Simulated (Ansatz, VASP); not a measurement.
Pb in VASP and in Ansatz

```xyz
2
Lattice="0.0000 3.4390 3.6110 3.4390 0.0000 3.6110 3.4390 3.4390 0.0000" Properties=species:S:1:pos:R:3 pbc="T T T"
Pb    3.4390    3.4390    3.6110
Pb    5.1585    5.1585    5.4164
```

Change from the starting cell: strain +0.000 along x and y, +0.050 along z, atoms carried along.

Alike in both runs: task single point; functional PBEsol; k mesh 12 × 12 × 12; occupations gaussian, width 0.15 eV; no spin polarisation.

```csv
,VASP,Ansatz
version,VASP 6.6.1,Ansatz 0.2.0
potentials or method,"VASP PAW PBE potentials, release 64 (Pb_d), cutoff 520 eV","scalar-relativistic, plane waves, PAW"
valence electrons in the cell,28,28
```

```csv
,VASP,Ansatz,Ansatz less VASP
gap on the k mesh at the Fermi level (eV),none,none,-
pressure (GPa),-1.0,-1.0,+0.05
"traceless stress, the component that is largest in VASP (GPa)",-0.37,-0.37,-0.004
```

VASP's potentials were made for PBE, not for PBEsol. A gap of «none» marks a metal or a gap that the smearing closes.

Spin-orbit coupling is off throughout.
